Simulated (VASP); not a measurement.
# BaF2 (Fm-3m) in VASP: further runs, part 2 of 2

VASP 6.6.1. Earlier steps stand in the parts before.

## Step 3: Relaxation of cell and atoms, PBE

File INCAR:

```
SYSTEM = BaF2
PREC = Accurate
ENCUT = 600
EDIFF = 1E-7
ISMEAR = -1
SIGMA = 0.02
LREAL = .False.
LASPH = .True.
NELM = 120
ALGO = Normal
ISIF = 3
LWAVE = .False.
LCHARG = .False.
GGA = PE
IBRION = 2
NSW = 80
EDIFFG = -0.005
GGA_COMPAT = .False.
NELMIN = 4
```

File KPOINTS:

```
regular mesh
0
Gamma
  6 6 6
  0 0 0
```

File POSCAR:

```
BaF2
1.0
    0.0000000000      3.1224950771      3.1224950771
    3.1224950771      0.0000000000      3.1224950771
    3.1224950771      3.1224950771      0.0000000000
Ba F
1 2
Direct
    0.0000000000      0.0000000000      0.0000000000
    0.2500000000      0.2500000000      0.2500000000
    0.7500000000      0.7500000000      0.7500000000
```

Potentials or basis: VASP PAW PBE potentials, release 64 (Ba_sv, F).

Command:

```
cat potpaw_PBE.64/Ba_sv/POTCAR potpaw_PBE.64/F/POTCAR > POTCAR
mpirun -np 1 vasp_std > vasp.out
```

OUTCAR:

```text
SYSTEM = BaF2
   PREC = Accurate
   ENCUT = 600
   EDIFF = 1E-7
   ISMEAR = -1
   LREAL = .False.
   LASPH = .True.
   NELM = 120
   ISIF = 3
   GGA = PE
   IBRION = 2
   NSW = 80
   EDIFFG = -0.005
   NELMIN = 4

 ion  position               nearest neighbor table
   1  0.000  0.000  0.000-   3 2.70   3 2.70   3 2.70   2 2.70   3 2.70   2 2.70   2 2.70   2 2.70

   2  0.250  0.250  0.250-   1 2.70   1 2.70   1 2.70   1 2.70
   3  0.750  0.750  0.750-   1 2.70   1 2.70   1 2.70   1 2.70

  LATTYP: Found a face centered cubic cell.
 ALAT       =     6.2449901542

  Lattice vectors:

 A1 = (   0.0000000000,   3.1224950771,   3.1224950771)
 A2 = (   3.1224950771,   0.0000000000,   3.1224950771)
 A3 = (   3.1224950771,   3.1224950771,   0.0000000000)

Analysis of symmetry for initial positions (statically):
=====================================================================
 Subroutine PRICEL returns:
 Original cell was already a primitive cell.

 Routine SETGRP: Setting up the symmetry group for a
 face centered cubic supercell.

 Subroutine GETGRP returns: Found 48 space group operations
 (whereof 48 operations were pure point group operations)
 out of a pool of 48 trial point group operations.

The static configuration has the point symmetry O_h .

Analysis of symmetry for dynamics (positions and initial velocities):
=====================================================================
 Subroutine PRICEL returns:
 Original cell was already a primitive cell.

 Routine SETGRP: Setting up the symmetry group for a
 face centered cubic supercell.

 Subroutine GETGRP returns: Found 48 space group operations
 (whereof 48 operations were pure point group operations)
 out of a pool of 48 trial point group operations.

The dynamic configuration has the point symmetry O_h .

 Subroutine INISYM returns: Found 48 space group operations
 (whereof 48 operations are pure point group operations),
 and found     1 'primitive' translations

----------------------------------------------------------------------------------------

                                     Primitive cell

  volume of cell :      60.8885

  direct lattice vectors                    reciprocal lattice vectors
     0.000000000  3.122495077  3.122495077    -0.160128355  0.160128355  0.160128355
     3.122495077  0.000000000  3.122495077     0.160128355 -0.160128355  0.160128355
     3.122495077  3.122495077  0.000000000     0.160128355  0.160128355 -0.160128355

  length of vectors
     4.415874886  4.415874886  4.415874886     0.277350446  0.277350446  0.277350446

  position of ions in fractional coordinates (direct lattice)
     0.000000000  0.000000000  0.000000000
     0.250000000  0.250000000  0.250000000
     0.750000000  0.750000000  0.750000000

[... 97 lines left out ...]
   LEPSILON=     F    determine dielectric tensor
   LRPA    =     F    only Hartree local field effects (RPA)
 conjugate gradient relaxation of ions
 non-spin polarized calculation
  energy-cutoff  :      600.00
  volume of cell :       60.89
 maximum number of plane-waves:      2085
   NGX = 17   NGY = 17   NGZ = 17

--------------------------------------- Ionic step        1  -------------------------------------------

 number of electron      24.0000013 magnetization

 Free energy of the ion-electron system (eV)
  ---------------------------------------------------
  ext. energy  EPLUGINS =         0.00000000
  ---------------------------------------------------
  free energy    TOTEN  =       -17.12799561 eV

  energy without entropy =      -17.12799561  energy(sigma->0) =      -17.12799561

------------------------ aborting loop because EDIFF is reached ----------------------------------------

  FORCE on cell =-STRESS in cart. coord.  units (eV):
  Direction    XX          YY          ZZ          XY          YZ          ZX
  --------------------------------------------------------------------------------------
  -------------------------------------------------------------------------------------
  Total        0.3582402      0.3582402      0.3582402      0.0000000      0.0000000      0.0000000
  in kB        9.4264821      9.4264821      9.4264821      0.0000000      0.0000000      0.0000000
  external PRESSURE =       9.4264821 kB  Pullay stress =       0.0000000 kB

 VOLUME and BASIS-vectors are now :
 -----------------------------------------------------------------------------
  energy-cutoff  :      600.00
  volume of cell :       60.89
      direct lattice vectors                 reciprocal lattice vectors
     0.000000000  3.122495077  3.122495077    -0.160128355  0.160128355  0.160128355
     3.122495077  0.000000000  3.122495077     0.160128355 -0.160128355  0.160128355
     3.122495077  3.122495077  0.000000000     0.160128355  0.160128355 -0.160128355

 POSITION                                       TOTAL-FORCE (eV/Angst)
 -----------------------------------------------------------------------------------
      0.00000      0.00000      0.00000         0.000000     -0.000000      0.000000
      1.56125      1.56125      1.56125         0.000000      0.000000      0.000000
      4.68374      4.68374      4.68374        -0.000000     -0.000000     -0.000000
 -----------------------------------------------------------------------------------
    total drift:                                0.000000      0.000000      0.000000

  FREE ENERGIE OF THE ION-ELECTRON SYSTEM (eV)
  ---------------------------------------------------
  free  energy   TOTEN  =       -17.1279956078 eV

  energy  without entropy=      -17.1279956078  energy(sigma->0) =      -17.12799561

--------------------------------------- Ionic step        2  -------------------------------------------

 number of electron      24.0000018 magnetization

 Free energy of the ion-electron system (eV)
  ---------------------------------------------------
  ext. energy  EPLUGINS =         0.00000000
  ---------------------------------------------------
  free energy    TOTEN  =       -17.13102529 eV

  energy without entropy =      -17.13102529  energy(sigma->0) =      -17.13102529

 E-fermi :  -1.7484     XC(G=0):  -8.5240

 val. band max:       -2.2322691830   @ k =  -0.1667   0.1667   0.0000
 cond. band min:       4.3695258565   @ k =   0.0000   0.0000   0.0000
 fundamental gap:      6.6017950394
 Fermi energy:        -1.7483774894

 k-point     1 :       0.0000    0.0000    0.0000
  band No.  band energies     occupation
      1     -25.4331      2.00000
      2     -21.0996      2.00000
      3     -21.0962      2.00000
      4     -10.3202      2.00000
      5     -10.3202      2.00000
      6     -10.3202      2.00000
[... 281 lines left out ...]
      3     -21.2540      2.00000
      4     -10.6624      2.00000
      5     -10.5361      2.00000
      6     -10.3052      2.00000
[... 8 lines left out ...]
     15       7.5842      0.00000
     16       8.0441      0.00000

------------------------ aborting loop because EDIFF is reached ----------------------------------------

  FORCE on cell =-STRESS in cart. coord.  units (eV):
  Direction    XX          YY          ZZ          XY          YZ          ZX
  --------------------------------------------------------------------------------------
  -------------------------------------------------------------------------------------
  Total       -0.0043328     -0.0043328     -0.0043328      0.0000000      0.0000000     -0.0000000
  in kB       -0.1120619     -0.1120619     -0.1120619      0.0000000      0.0000000     -0.0000000
  external PRESSURE =      -0.1120619 kB  Pullay stress =       0.0000000 kB

 VOLUME and BASIS-vectors are now :
 -----------------------------------------------------------------------------
  energy-cutoff  :      600.00
  volume of cell :       61.95
      direct lattice vectors                 reciprocal lattice vectors
     0.000000000  3.140483208  3.140483208    -0.159211168  0.159211168  0.159211168
     3.140483208  0.000000000  3.140483208     0.159211168 -0.159211168  0.159211168
     3.140483208  3.140483208 -0.000000000     0.159211168  0.159211168 -0.159211168

 POSITION                                       TOTAL-FORCE (eV/Angst)
 -----------------------------------------------------------------------------------
      3.14048      6.28097      3.14048        -0.000000     -0.000000     -0.000000
      1.57024      1.57024      1.57024        -0.000000     -0.000000      0.000000
      4.71072      4.71072      4.71072         0.000000      0.000000      0.000000
 -----------------------------------------------------------------------------------
    total drift:                                0.000000      0.000000      0.000000

  FREE ENERGIE OF THE ION-ELECTRON SYSTEM (eV)
  ---------------------------------------------------
  free  energy   TOTEN  =       -17.1310252917 eV

  energy  without entropy=      -17.1310252917  energy(sigma->0) =      -17.13102529

 reached required accuracy - stopping structural energy minimisation
```

Run time: 52 s. Hardware: 1 thread of Intel Xeon 8259CL, shared host; peak memory 0.21 GiB.

Results:

```
Free energy                           : -17.1310 eV
Relaxed volume                        : 20.65 Å³/atom
Relaxed cell                          : a = 4.441 Å, b = 4.441 Å, c = 4.441 Å, α = 60.00°, β = 60.00°, γ = 60.00°
Space group after relaxing (to 0.1 Å) : Fm-3m (No. 225)
Energy gained by relaxing             : 1.0 meV/atom
Ionic steps                           : 2
Pressure after relaxing               : 0.0 GPa
Band gap on the k mesh                : 6.60 eV (least direct gap 6.65 eV)
```

Step by step:
```tsv
step	energy change (eV)	largest force (eV/Å)	pressure (GPa)	volume (Å³)
1	0.0000	0.0000	0.94	60.89
2	-0.0030	0.0000	-0.01	61.95
```

Final structure:
```
CELL_PARAMETERS angstrom
0.00000 3.14048 3.14048
3.14048 0.00000 3.14048
3.14048 3.14048 0.00000
ATOMIC_POSITIONS crystal
Ba 0.00000 0.00000 0.00000
F 0.25000 0.25000 0.25000
F 0.75000 0.75000 0.75000
```

Caveat: spin-orbit coupling is left out, which moves the levels of the heavy elements.
